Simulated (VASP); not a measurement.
# AlGa3P4 (P-4m2) in VASP: notebook

The runs below take AlGa3P4 through single point, with PBE.

All numbers are computed with VASP 6.6.1; they aren't measurements. Logs are shortened: lines on timing, memory, paths and dates and some standing lists are left out, and cuts for length are marked.

## Step 1: The cell of the first run

The structure is tetragonal, space group P-4m2 (No. 115). The conventional cell has a = 3.769 Å, b = 3.769 Å, c = 10.660 Å, α = 90.00°, β = 90.00°, γ = 90.00°. Al (site symmetry -4m2) has 4 P at 2.31 Å within 3.1 Å. Ga (site symmetry 2mm) has 4 P at 2.31 Å within 3.1 Å. Within 3.1 Å of Ga (site symmetry -4m2) lie 4 P at 2.31 Å. P (site symmetry 2mm) has 4 Ga at 2.31 Å within 3.1 Å. Within 3.1 Å of P (site symmetry 2mm) lie 2 Al at 2.31 Å and 2 Ga at 2.31 Å.

## Step 2: Single point, PBE

The input, INCAR:

```
PREC = Accurate
ENCUT = 520
EDIFF = 1E-6
ISMEAR = 0
SIGMA = 0.1
LREAL = False
LASPH = True
NELM = 60
ALGO = Normal
ISIF = 2
LWAVE = False
LCHARG = False
GGA = PE
NBANDS = 41
```

The input, KPOINTS:

```
regular mesh
0
Gamma
  4 4 2
```

The input, POSCAR:

```
AlGa3P4
1.0
    3.7687221900      0.0000000000      0.0000000000
    0.0000000000      3.7687221900      0.0000000000
    0.0000000000      0.0000000000     10.6595560600
Al Ga P
1 3 4
Direct
    0.5000000000      0.5000000000      0.5000000000
    0.0000000000      0.0000000000      0.7500000000
    0.5000000000      0.5000000000      0.0000000000
    0.0000000000      0.0000000000      0.2500000000
    0.5000000000      0.0000000000      0.8750000000
    0.0000000000      0.5000000000      0.1250000000
    0.5000000000      0.0000000000      0.3750000000
    0.0000000000      0.5000000000      0.6250000000
```

Potentials or basis: VASP PAW PBE potentials, release 64 (Al, Ga_d, P).

Run with:

```bash
> cat potpaw_PBE.64/Al/POTCAR potpaw_PBE.64/Ga_d/POTCAR potpaw_PBE.64/P/POTCAR > POTCAR
> mpirun -np 1 vasp_std > vasp.out
```

OUTCAR:

```text
PREC = Accurate
   ENCUT = 520
   EDIFF = 1E-6
   ISMEAR = 0
   LREAL = False
   LASPH = True
   NELM = 60
   ISIF = 2
   GGA = PE

 ion  position               nearest neighbor table
   1  0.500  0.500  0.500-   7 2.31   8 2.31   7 2.31   8 2.31
   2  0.000  0.000  0.750-   5 2.31   8 2.31   8 2.31   5 2.31
   3  0.500  0.500  0.000-   5 2.31   6 2.31   5 2.31   6 2.31
   4  0.000  0.000  0.250-   6 2.31   7 2.31   6 2.31   7 2.31
   5  0.500  0.000  0.875-   2 2.31   3 2.31   3 2.31   2 2.31
   6  0.000  0.500  0.125-   3 2.31   4 2.31   4 2.31   3 2.31
   7  0.500  0.000  0.375-   1 2.31   4 2.31   1 2.31   4 2.31
   8  0.000  0.500  0.625-   1 2.31   2 2.31   2 2.31   1 2.31

  LATTYP: Found a simple tetragonal cell.
 ALAT       =     3.7687221900
 C/A-ratio  =     2.8284271227

  Lattice vectors:

 A1 = (   3.7687221900,   0.0000000000,   0.0000000000)
 A2 = (   0.0000000000,   3.7687221900,   0.0000000000)
 A3 = (   0.0000000000,   0.0000000000,  10.6595560600)

Analysis of symmetry for initial positions (statically):
=====================================================================
 Subroutine PRICEL returns:
 Original cell was already a primitive cell.

 Routine SETGRP: Setting up the symmetry group for a
 simple tetragonal supercell.

 Subroutine GETGRP returns: Found  8 space group operations
 (whereof  8 operations were pure point group operations)
 out of a pool of 16 trial point group operations.

The static configuration has the point symmetry D_2d.

Analysis of symmetry for dynamics (positions and initial velocities):
=====================================================================
 Subroutine PRICEL returns:
 Original cell was already a primitive cell.

 Routine SETGRP: Setting up the symmetry group for a
 simple tetragonal supercell.

 Subroutine GETGRP returns: Found  8 space group operations
 (whereof  8 operations were pure point group operations)
 out of a pool of 16 trial point group operations.

The dynamic configuration has the point symmetry D_2d.

 Subroutine INISYM returns: Found  8 space group operations
 (whereof  8 operations are pure point group operations),
 and found     1 'primitive' translations

----------------------------------------------------------------------------------------

                                     Primitive cell

  volume of cell :     151.4005

  direct lattice vectors                    reciprocal lattice vectors
     3.768722190  0.000000000  0.000000000     0.265341925  0.000000000  0.000000000
     0.000000000  3.768722190  0.000000000     0.000000000  0.265341925  0.000000000
     0.000000000  0.000000000 10.659556060     0.000000000  0.000000000  0.093812537

  length of vectors
     3.768722190  3.768722190 10.659556060     0.265341925  0.265341925  0.093812537

  position of ions in fractional coordinates (direct lattice)
     0.500000000  0.500000000  0.500000000
     0.000000000  0.000000000  0.750000000
     0.500000000  0.500000000  0.000000000
     0.000000000  0.000000000  0.250000000
     0.500000000  0.000000000  0.875000000
     0.000000000  0.500000000  0.125000000
     0.500000000  0.000000000  0.375000000
     0.000000000  0.500000000  0.625000000

  ion indices of the primitive-cell ions
   primitive index   ion index
                 1           1
                 2           2
                 3           3
                 4           4
                 5           5
                 6           6
                 7           7
                 8           8

----------------------------------------------------------------------------------------

 KPOINTS: regular mesh

Automatic generation of k-mesh.
 Grid dimensions read from file:
 generate k-points for:    4    4    2

 Generating k-lattice:

  Cartesian coordinates                     Fractional coordinates (reciprocal lattice)
     0.066335481  0.000000000  0.000000000     0.250000000  0.000000000  0.000000000
     0.000000000  0.066335481  0.000000000     0.000000000  0.250000000  0.000000000
     0.000000000  0.000000000  0.046906269     0.000000000  0.000000000  0.500000000

  Length of vectors
     0.066335481  0.066335481  0.046906269

  Shift w.r.t. Gamma in fractional coordinates (k-lattice)
     0.000000000  0.000000000  0.000000000

 Subroutine IBZKPT returns following result:
 ===========================================

 Found     12 irreducible k-points:

 Following reciprocal coordinates:
            Coordinates               Weight
  0.000000  0.000000  0.000000      1.000000
  0.250000  0.000000  0.000000      4.000000
  0.500000  0.000000  0.000000      2.000000
  0.250000  0.250000  0.000000      4.000000
  0.500000  0.250000  0.000000      4.000000
  0.500000  0.500000  0.000000      1.000000
  0.000000  0.000000  0.500000      1.000000
  0.250000  0.000000  0.500000      4.000000
  0.500000  0.000000  0.500000      2.000000
  0.250000  0.250000  0.500000      4.000000
  0.500000  0.250000  0.500000      4.000000
  0.500000  0.500000  0.500000      1.000000
   k-points           NKPTS =     12   k-points in BZ     NKDIM =     12   number of bands    NBANDS=     41
   number of dos      NEDOS =    301   number of ions     NIONS =      8
   total plane-waves  NPLWV =  62720
   dimension x,y,z NGX =    28 NGY =   28 NGZ =   80
   dimension x,y,z NGXF=    56 NGYF=   56 NGZF=  160
   ions per type =               1   3   4
   NGX,Y,Z   is equivalent  to a cutoff of  12.35, 12.35, 12.48 a.u.
   NGXF,Y,Z  is equivalent  to a cutoff of  24.70, 24.70, 24.95 a.u.
 SYSTEM =  unknown system
   PREC   = accura    normal or accurate (medium, high low for compatibility)
   ISTART =      0    job   : 0-new  1-cont  2-samecut
   ICHARG =      2    charge: 1-file 2-atom 10-const
   ISPIN  =      1    spin polarized calculation?
   LNONCOLLINEAR =      F non collinear calculations
   LSORBIT =      F    spin-orbit coupling
   LASPH  =      T    aspherical Exc in radial PAW
   ENCUT  =  520.0 eV  38.22 Ry    6.18 a.u.   7.01  7.01 19.82*2*pi/ulx,y,z
   NELM   =     60;   NELMIN=  2; NELMDL= -5     # of ELM steps
   EDIFF  = 0.1E-05   stopping-criterion for ELM
   LREAL  =      F    real-space projection
   EDIFFG = 0.1E-04   stopping-criterion for IOM
   NSW    =      0    number of steps for IOM
   IBRION =     -1    ionic relax: 0-MD 1-quasi-New 2-CG
   NFREE  =      0    steps in history (QN), initial steepest desc. (CG)
   ISIF   =      2    stress and relaxation
   ISYM   =      2    0-nonsym 1-usesym 2-fastsym
   POTIM  = 0.5000    time-step for ionic-motion
   TEBEG  =    0.0;   TEEND  =   0.0 temperature during run
   PSTRESS=    0.0 pullay stress
   NELECT =      62.0000    total number of electrons
   NUPDOWN=      -1.0000    fix difference up-down
   EMIN   =  10.00;   EMAX   =-10.00  energy-range for DOS
   EFERMI =   0.00;   METHOD = LEGACY
   ISMEAR =     0;   SIGMA  =   0.10  broadening in eV -4-tet -1-fermi 0-gaus
   EFERMI_NEDOS =   21; number of points for ismear=-14 and -15
   IALGO  =     38    algorithm
   IMIX   =      4    mixing-type and parameters
     AMIX     =   0.40;   BMIX     =  1.00
     AMIX_MAG =   1.60;   BMIX_MAG =  1.00
  volume/ion in A,a.u.               =      18.93       127.71
  Fermi-wavevector in a.u.,A,eV,Ry     =   1.215709  2.297357 20.108706  1.477948
  Thomas-Fermi vector in A             =   2.351087
   LORBIT       =      0    0 simple, 1 ext, 2 COOP (PROOUT), +10 PAW based schemes
   GGA     = PE    functional components
   LHFCALC =     F    Hartree Fock is set to
   AEXX    =    0.0000 exact exchange contribution
   IVDW    =     0    specifies the selected vdW correction
   LEPSILON=     F    determine dielectric tensor
   LRPA    =     F    only Hartree local field effects (RPA)
 non-spin polarized calculation
 Gauss-broadening in eV      SIGMA  =   0.10
  energy-cutoff  :      520.00
  volume of cell :      151.40
 maximum number of plane-waves:      4140
   NGX = 15   NGY = 15   NGZ = 39

 number of electron      62.0000009 magnetization

 Free energy of the ion-electron system (eV)
  ---------------------------------------------------
  ext. energy  EPLUGINS =         0.00000000
  ---------------------------------------------------
  free energy    TOTEN  =       -37.13777600 eV

  energy without entropy =      -37.13777600  energy(sigma->0) =      -37.13777600

 E-fermi :   5.8386     XC(G=0):  -9.9736

 val. band max:        5.3616578343   @ k =   0.0000   0.0000   0.0000
 cond. band min:       6.8126929607   @ k =   0.5000   0.5000   0.0000
 fundamental gap:      1.4510351264
 Fermi energy:         5.8385528499

 k-point     1 :       0.0000    0.0000    0.0000
  band No.  band energies     occupation
      1      -9.3410      2.00000
      2      -9.3102      2.00000
      3      -9.2361      2.00000
      4      -9.2085      2.00000
      5      -9.2085      2.00000
      6      -9.1915      2.00000
[... 33 lines left out ...]
     40       9.4029      0.00000
     41       9.4066      0.00000

 k-point     2 :       0.2500    0.0000    0.0000
  band No.  band energies     occupation
      1      -9.3275      2.00000
      2      -9.3050      2.00000
      3      -9.2518      2.00000
      4      -9.2343      2.00000
      5      -9.2007      2.00000
      6      -9.1926      2.00000
[... 33 lines left out ...]
     40      10.4482      0.00000
     41      11.0464      0.00000

 k-point     3 :       0.5000    0.0000    0.0000
  band No.  band energies     occupation
      1      -9.3213      2.00000
      2      -9.3134      2.00000
      3      -9.2822      2.00000
      4      -9.2408      2.00000
      5      -9.1932      2.00000
      6      -9.1883      2.00000
[... 347 lines left out ...]
      2      -9.3309      2.00000
      3      -9.2762      2.00000
      4      -9.2494      2.00000
      5      -9.1770      2.00000
      6      -9.1724      2.00000
[... 33 lines left out ...]
     40      12.0465      0.00000
     41      12.0744      0.00000

 k-point    12 :       0.5000    0.5000    0.5000
  band No.  band energies     occupation
      1      -9.3510      2.00000
      2      -9.3510      2.00000
      3      -9.2691      2.00000
      4      -9.2691      2.00000
      5      -9.1491      2.00000
      6      -9.1491      2.00000
[... 33 lines left out ...]
     40      14.1224      0.00000
     41      14.2699      0.00000

------------------------ aborting loop because EDIFF is reached ----------------------------------------

  FORCE on cell =-STRESS in cart. coord.  units (eV):
  Direction    XX          YY          ZZ          XY          YZ          ZX
  --------------------------------------------------------------------------------------
  -------------------------------------------------------------------------------------
  Total        9.4430454      9.4430454      8.4207714      0.0000000      0.0000000     -0.0000000
  in kB       99.9298635     99.9298635     89.1117750      0.0000000      0.0000000     -0.0000000
  external PRESSURE =      96.3238340 kB  Pullay stress =       0.0000000 kB

 VOLUME and BASIS-vectors are now :
 -----------------------------------------------------------------------------
  energy-cutoff  :      520.00
  volume of cell :      151.40
      direct lattice vectors                 reciprocal lattice vectors
     3.768722190  0.000000000  0.000000000     0.265341925  0.000000000  0.000000000
     0.000000000  3.768722190  0.000000000     0.000000000  0.265341925  0.000000000
     0.000000000  0.000000000 10.659556060     0.000000000  0.000000000  0.093812537

 POSITION                                       TOTAL-FORCE (eV/Angst)
 -----------------------------------------------------------------------------------
      1.88436      1.88436      5.32978        -0.000000     -0.000000      0.000000
      0.00000      0.00000      7.99467        -0.000000     -0.000000      0.043221
      1.88436      1.88436      0.00000        -0.000000      0.000000      0.000000
      0.00000      0.00000      2.66489        -0.000000     -0.000000     -0.043221
      1.88436      0.00000      9.32711         0.000000     -0.000000      0.016671
      0.00000      1.88436      1.33244        -0.000000     -0.000000     -0.016671
      1.88436      0.00000      3.99733        -0.000000     -0.000000      0.071523
      0.00000      1.88436      6.66222        -0.000000     -0.000000     -0.071523
 -----------------------------------------------------------------------------------
    total drift:                                0.000000      0.000000     -0.000000

  FREE ENERGIE OF THE ION-ELECTRON SYSTEM (eV)
  ---------------------------------------------------
  free  energy   TOTEN  =       -37.1377759954 eV

  energy  without entropy=      -37.1377759954  energy(sigma->0) =      -37.13777600
```

Wall time 60 s (1 thread of AMD EPYC 7R43 (Zen 3), shared host); peak memory 0.22 GiB.

What came out:

```yaml
Free_energy: -37.1378 eV
Pressure: 9.6 GPa
Largest_force: 0.072 eV/Å
Band_gap_on_the_k_mesh: 1.45 eV, indirect (least direct gap 1.48 eV)
```

Forces on the atoms (eV/Å):
```
Al   0.000  0.000  0.000
Ga   0.000  0.000  0.043
Ga   0.000  0.000  0.000
Ga   0.000  0.000 -0.043
P    0.000  0.000  0.017
P    0.000  0.000 -0.017
P    0.000  0.000  0.072
P    0.000  0.000 -0.072
```

A k mesh can miss the band edges. As with any semilocal functional, this PBE gap is likely too small.

[end of part 1 of 2]
